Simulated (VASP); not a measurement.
# As (Im-3m) in VASP: a series of runs, part 2 of 2

VASP 6.6.1.

### Step 6. Single point, PBEsol

This run uses another cell than the first one, of 18.33 Å³/atom, 1.006 times its volume.

File INCAR:

```
PREC = Accurate
ENCUT = 520
EDIFF = 1E-7
ISMEAR = 1
SIGMA = 0.1
LREAL = False
LASPH = True
NELM = 80
ALGO = Normal
ISIF = 2
LWAVE = False
LCHARG = False
GGA = PS
NBANDS = 8
```

File KPOINTS:

```
regular mesh
0
Gamma
  18 18 18
```

File POSCAR:

```
As
1.0
    1.6609575711      1.6609575711      1.6609575711
   -1.6609575711      1.6609575711      1.6609575711
   -1.6609575711     -1.6609575711      1.6609575711
As
1
Direct
    0.0000000000      0.0000000000      0.0000000000
```

Potentials or basis: VASP PAW PBE potentials, release 64 (As).

Command:

```console
> cat potpaw_PBE.64/As/POTCAR > POTCAR
> mpirun -np 1 vasp_std > vasp.out
```

OUTCAR:

```text
PREC = Accurate
   ENCUT = 520
   EDIFF = 1E-7
   ISMEAR = 1
   LREAL = False
   LASPH = True
   NELM = 80
   ISIF = 2
   GGA = PS

 ion  position               nearest neighbor table
   1  0.000  0.000  0.000-

  LATTYP: Found a body centered cubic cell.
 ALAT       =     3.3219151422

  Lattice vectors:

 A1 = (   1.6609575711,  -1.6609575711,  -1.6609575711)
 A2 = (   1.6609575711,   1.6609575711,   1.6609575711)
 A3 = (  -1.6609575711,  -1.6609575711,   1.6609575711)

Analysis of symmetry for initial positions (statically):
=====================================================================
 Subroutine PRICEL returns:
 Original cell was already a primitive cell.

 Routine SETGRP: Setting up the symmetry group for a
 body centered cubic supercell.

 Subroutine GETGRP returns: Found 48 space group operations
 (whereof 48 operations were pure point group operations)
 out of a pool of 48 trial point group operations.

The static configuration has the point symmetry O_h .

Analysis of symmetry for dynamics (positions and initial velocities):
=====================================================================
[... 154 lines left out ...]

  energy without entropy =       -4.73844331  energy(sigma->0) =       -4.73834775

 E-fermi :   6.7517     XC(G=0): -11.0342

 val. band max:        6.6978294384   @ k =   0.3889   0.2222   0.2222
 cond. band min:       6.7632057945   @ k =   0.2222  -0.3333   0.1111
 fundamental gap:      0.0653763561
 Fermi energy:         6.7517313881

 k-point     1 :       0.0000    0.0000    0.0000
  band No.  band energies     occupation
      1      -8.6393      2.00000
      2      13.0021      0.00000
      3      13.0021      0.00000
      4      13.0021      0.00000
      5      20.0148      0.00000
      6      20.0148      0.00000
      7      20.0148      0.00000
      8      22.0433      0.00000
[... 243 lines left out ...]
 k-point    24 :       0.5000    0.1111    0.0000
  band No.  band energies     occupation
      1      -3.8634      2.00000
      2       0.8118      2.00000
      3       7.4333     -0.00000
      4      10.3997      0.00000
      5      15.5249      0.00000
      6      17.5538      0.00000
      7      22.9491      0.00000
      8      25.5902      0.00000

 [... further k-points ...]
[... 5 lines left out ...]
  --------------------------------------------------------------------------------------
  -------------------------------------------------------------------------------------
  Total       -0.0839190     -0.0839190     -0.0839190     -0.0000000      0.0000000     -0.0000000
  in kB       -7.3355899     -7.3355899     -7.3355899     -0.0000000      0.0000000     -0.0000000
  external PRESSURE =      -7.3355899 kB  Pullay stress =       0.0000000 kB

 VOLUME and BASIS-vectors are now :
 -----------------------------------------------------------------------------
  energy-cutoff  :      520.00
  volume of cell :       18.33
      direct lattice vectors                 reciprocal lattice vectors
     1.660957571  1.660957571  1.660957571     0.301031169  0.000000000  0.301031169
    -1.660957571  1.660957571  1.660957571    -0.301031169  0.301031169  0.000000000
    -1.660957571 -1.660957571  1.660957571     0.000000000 -0.301031169  0.301031169

 POSITION                                       TOTAL-FORCE (eV/Angst)
 -----------------------------------------------------------------------------------
      0.00000      0.00000      0.00000         0.000000      0.000000      0.000000
 -----------------------------------------------------------------------------------
    total drift:                               -0.000000     -0.000000     -0.000000

  FREE ENERGIE OF THE ION-ELECTRON SYSTEM (eV)
  ---------------------------------------------------
  free  energy   TOTEN  =        -4.7382999678 eV

  energy  without entropy=       -4.7384433066  energy(sigma->0) =       -4.73834775
```

OSZICAR:

```text
N       E                     dE             d eps       ncg     rms          rms(c)
DAV:   1     0.195206364961E+01    0.19521E+01   -0.21923E+03  3152   0.477E+02
DAV:   2    -0.468176682545E+01   -0.66338E+01   -0.63761E+01  4240   0.495E+01
DAV:   3    -0.474474847177E+01   -0.62982E-01   -0.62903E-01  3664   0.514E+00
DAV:   4    -0.474478663495E+01   -0.38163E-04   -0.38163E-04  4840   0.143E-01
DAV:   5    -0.474478664203E+01   -0.70792E-08   -0.72978E-08  3680   0.139E-03    0.203E+00
DAV:   6    -0.474040940884E+01    0.43772E-02   -0.24672E-03  3600   0.238E-01    0.118E+00
DAV:   7    -0.473829998979E+01    0.21094E-02   -0.45404E-03  3680   0.322E-01    0.446E-02
DAV:   8    -0.473829994518E+01    0.44601E-07   -0.29838E-05  3856   0.421E-02    0.570E-03
DAV:   9    -0.473829996778E+01   -0.22598E-07   -0.20655E-07  4768   0.351E-03
   1 F= -.47383000E+01 E0= -.47383477E+01  d E =0.143339E-03
```

Run time: 27 s. Hardware: 1 thread of Intel Xeon Platinum 8375C at 2.90GHz (Ice Lake), shared host; peak memory 0.15 GiB.

What came out:

- Free energy: -4.7383 eV
- Pressure: -0.7 GPa

Levels at points of the mesh, in eV from the Fermi level:
```tsv
k point	band 1	band 2	band 3	band 4	band 5	band 6	band 7	band 8
(0.00, 0.00, 0.00)	-15.39	6.25	6.25	6.25	13.26	13.26	13.26	15.29
(0.50, 0.00, 0.00)	-10.37	-6.76	2.07	4.55	7.87	8.53	18.38	19.82
(0.50, 0.50, 0.50)	-6.44	-2.29	-2.29	-2.29	3.56	3.56	24.48	24.48
```

Caveat: the PAW data sets were made with another functional, which shifts forces and pressure a little.

### Step 7. The runs side by side

| cell | k mesh | gap on the mesh (eV) | pressure (GPa) |
| --- | --- | --- | --- |
| a = 2.871 Å, angles 70.5, 109.5, 70.5°, 1 atom | 17 × 17 × 17 | none | 0.2 |
| a = 2.858 Å, angles 70.5, 109.5, 70.5°, 1 atom | 18 × 18 × 18 | none | 1.3 |
| a = 2.867 Å, angles 70.5, 109.5, 70.5°, 1 atom | 18 × 18 × 18 | none | 0.2 |
| a = 2.877 Å, angles 70.5, 109.5, 70.5°, 1 atom | 18 × 18 × 18 | none | -0.7 |

Alike in all rows: task single point; level PBEsol; potentials or basis VASP PAW PBE potentials, release 64 (As); no spin polarisation; cutoff (eV) 520; smearing methfessel-paxton 0.1 eV.

Caveats: the PAW data sets were made with another functional, which shifts forces and pressure a little.

Absolute energies hang on the potentials; compare differences alone.
